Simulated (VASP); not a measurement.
Yb:

```
Yb
1.0
     0.00000    2.70603    2.70603
     2.70603    0.00000    2.70603
     2.70603    2.70603    0.00000
Yb
1
Direct
  0.00000 0.00000 0.00000
```

Base run:

```yaml
Program: VASP 6.6.1
Functional: PBE
Potentials_or_basis: VASP PAW PBE potentials, release 64 (Yb)
Cutoff: 520 eV
k_mesh: 12 × 12 × 12
Occupations: fermi-dirac, width 0.05 eV
Spin: no spin polarisation
```

Its results: band gap on the k mesh zero (bands 12 and 13 overlap by 0.03 eV); pressure -1.9 GPa.

Question: The run is repeated on the same cell with these changes: occupations from fermi-dirac, width 0.05 eV to methfessel-paxton, width 0.05 eV; further incar settings from ALGO = Normal; EDIFF = 1e-07; NBANDS = 18 to ALGO = Normal; EDIFF = 1e-06; NBANDS = 18. What comes out?

Answer: Band gap on the k mesh zero (bands 12 and 13 overlap by 0.03 eV); pressure -2.7 GPa.

Caveats: spin-orbit coupling is left out, which moves the levels of the heavy elements.
